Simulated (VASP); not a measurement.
# Ga (I4/mmm) in VASP: notebook, part 2 of 2

VASP 6.6.1. Earlier steps stand in the parts before.

## Step 3: Single point, LDA

This run uses another cell than the first one, of 18.43 Å³/atom, 1.020 times its volume.

Input file INCAR:

```
SYSTEM = Ga
ALGO = Fast
EDIFF = 1E-6
ENCUT = 520
ISIF = 2
ISMEAR = -1
LASPH = .True.
LCHARG = .False.
LREAL = .False.
LWAVE = .False.
NBANDS = 12
NELM = 80
PREC = Accurate
SIGMA = 0.05
```

Input file KPOINTS:

```
k-points
0
Gamma
  13 13 13
  0 0 0
```

Input file POSCAR:

```
Ga
1.0
   -1.4026165814      1.4026165814      2.3416381643
    1.4026165814     -1.4026165814      2.3416381643
    1.4026165814      1.4026165814     -2.3416381643
Ga
1
Direct
    0.0000000000      0.0000000000      0.0000000000
```

Potentials or basis: VASP PAW LDA potentials, release 64 (Ga_d).

Started as:

```sh
$ cat potpaw_LDA.64/Ga_d/POTCAR > POTCAR
$ mpirun -np 1 vasp_std > vasp.out
```

Run time: 12 s. Hardware: 1 thread of Intel Xeon 6975P-C (Granite Rapids), shared host; peak memory 0.15 GiB.

The run converged. Its results:

```
Free energy : -3.5481 eV
Pressure    : -4.2 GPa
```

Stress tensor (GPa, compression positive):
```
-4.30  0.00  0.00
 0.00 -4.30  0.00
 0.00  0.00 -3.92
```

Levels at points of the mesh, in eV from the Fermi level:
| k point | band 2 | band 3 | band 4 | band 5 | band 6 | band 7 | band 8 | band 9 | band 10 | band 11 |
| --- | --- | --- | --- | --- | --- | --- | --- | --- | --- | --- |
| (0.00, 0.00, 0.00) | -14.91 | -14.88 | -14.88 | -14.73 | -11.14 | 12.10 | 12.48 | 12.48 | 16.12 | 16.58 |

## Step 4: Single point, LDA

This run uses another cell than the first one, of 18.78 Å³/atom, 1.039 times its volume.

Input file INCAR:

```
ALGO = Normal
EDIFF = 1E-7
ENCUT = 520
ISIF = 2
ISMEAR = -1
LASPH = T
LCHARG = F
LREAL = F
LWAVE = F
NBANDS = 12
NELM = 80
PREC = Accurate
SIGMA = 0.05
```

Input file KPOINTS:

```
k-points
0
Gamma
  13 13 13
```

Input file POSCAR:

```
Ga
1.0
   -1.4115506858      1.4115506858      2.3565534592
    1.4115506858     -1.4115506858      2.3565534592
    1.4115506858      1.4115506858     -2.3565534592
Ga
1
Direct
    0.0000000000      0.0000000000      0.0000000000
```

Potentials or basis: VASP PAW LDA potentials, release 64 (Ga_d).

Started as:

```sh
$ cat potpaw_LDA.64/Ga_d/POTCAR > POTCAR
$ mpirun -np 1 vasp_std > vasp.out
```

OUTCAR:

```text
EDIFF = 1E-7
   ENCUT = 520
   ISIF = 2
   ISMEAR = -1
   LASPH = T
   LREAL = F
   NELM = 80
   PREC = Accurate

 ion  position               nearest neighbor table
   1  0.000  0.000  0.000-

  LATTYP: Found a body centered tetragonal cell.
 ALAT       =     2.8231013716
 C/A-ratio  =     1.6694784558

  Lattice vectors:

 A1 = (  -1.4115506858,   1.4115506858,   2.3565534592)
 A2 = (   1.4115506858,  -1.4115506858,   2.3565534592)
 A3 = (   1.4115506858,   1.4115506858,  -2.3565534592)

Analysis of symmetry for initial positions (statically):
=====================================================================
 Subroutine PRICEL returns:
 Original cell was already a primitive cell.

 Routine SETGRP: Setting up the symmetry group for a
 body centered tetragonal supercell.

 Subroutine GETGRP returns: Found 16 space group operations
 (whereof 16 operations were pure point group operations)
 out of a pool of 16 trial point group operations.

The static configuration has the point symmetry D_4h.

Analysis of symmetry for dynamics (positions and initial velocities):
=====================================================================
 Subroutine PRICEL returns:
[... 158 lines left out ...]
 fundamental gap:      0.0758908523
 Fermi energy:         5.2463798590

 k-point     1 :       0.0000    0.0000    0.0000
  band No.  band energies     occupation
      1      -9.7794      2.00000
      2      -9.6428      2.00000
      3      -9.6099      2.00000
      4      -9.6099      2.00000
      5      -9.4669      2.00000
      6      -5.7468      2.00000
      7      17.1227      0.00000
      8      17.5247      0.00000
      9      17.5247      0.00000
     10      21.1869      0.00000
     11      21.7228      0.00000
     12      22.1546      0.00000
[... 331 lines left out ...]
 k-point    24 :       0.4615    0.1538    0.0000
  band No.  band energies     occupation
      1      -9.7244      2.00000
      2      -9.6701      2.00000
      3      -9.6125      2.00000
      4      -9.5111      2.00000
      5      -9.4278      2.00000
      6       0.9168      2.00000
      7       2.0506      2.00000
      8      11.4660      0.00000
      9      13.2071      0.00000
     10      17.1103      0.00000
     11      19.3931      0.00000
     12      25.3483      0.00000

 [... further k-points ...]
[... 5 lines left out ...]
  --------------------------------------------------------------------------------------
  -------------------------------------------------------------------------------------
  Total       -0.5983803     -0.5983803     -0.5602091      0.0000000      0.0000000      0.0000000
  in kB      -51.0455221    -51.0455221    -47.7892822      0.0000000      0.0000000      0.0000000
  external PRESSURE =     -49.9601088 kB  Pullay stress =       0.0000000 kB

 VOLUME and BASIS-vectors are now :
 -----------------------------------------------------------------------------
  energy-cutoff  :      520.00
  volume of cell :       18.78
      direct lattice vectors                 reciprocal lattice vectors
    -1.411550686  1.411550686  2.356553459     0.000000000  0.354220366  0.212174266
     1.411550686 -1.411550686  2.356553459     0.354220366  0.000000000  0.212174266
     1.411550686  1.411550686 -2.356553459     0.354220366  0.354220366  0.000000000

 POSITION                                       TOTAL-FORCE (eV/Angst)
 -----------------------------------------------------------------------------------
      0.00000      0.00000      0.00000        -0.000000     -0.000000      0.000000
 -----------------------------------------------------------------------------------
    total drift:                               -0.000000      0.000000      0.000000

  FREE ENERGIE OF THE ION-ELECTRON SYSTEM (eV)
  ---------------------------------------------------
  free  energy   TOTEN  =        -3.5379682151 eV

  energy  without entropy=       -3.5338499902  energy(sigma->0) =       -3.53590910
```

stdout:

```text
POSCAR found type information on POSCAR Ga
 POSCAR found :  1 types and       1 ions
 scaLAPACK will be used
 LDA part: xc-table for (Slater(with rela. corr.)+CA(PZ))
 , standard interpolation
 POSCAR, INCAR and KPOINTS ok, starting setup
 FFT: planning ... GRIDC
 FFT: planning ... GRID_SOFT
 FFT: planning ... GRID
 WAVECAR not read
 entering main loop
```

Run time: 10 s. Hardware: 1 thread of Intel Xeon 6975P-C (Granite Rapids), shared host; peak memory 0.15 GiB.

What came out:

| Quantity | Value |
| --- | --- |
| Free energy | -3.5380 eV |
| Pressure | -5.0 GPa |

Levels at points of the mesh, in eV from the Fermi level:
```tsv
k point	band 2	band 3	band 4	band 5	band 6	band 7	band 8	band 9	band 10	band 11
(0.00, 0.00, 0.00)	-14.89	-14.86	-14.86	-14.71	-10.99	11.88	12.28	12.28	15.94	16.48
```

## Step 5: The runs side by side

| cell | gap on the mesh (eV) | pressure (GPa) |
| --- | --- | --- |
| a = 3.049 Å, angles 125.6, 125.6, 80.5°, 1 atom | none | -3.4 |
| a = 3.069 Å, angles 125.6, 125.6, 80.5°, 1 atom | none | -4.2 |
| a = 3.088 Å, angles 125.6, 125.6, 80.5°, 1 atom | none | -5.0 |

Alike in all rows: task single point; level LDA; potentials or basis VASP PAW LDA potentials, release 64 (Ga_d); no spin polarisation; k mesh 13 × 13 × 13; cutoff (eV) 520; smearing fermi-dirac 0.05 eV.

Total energies depend on the potentials used, so only differences within one code and one set of settings carry meaning.
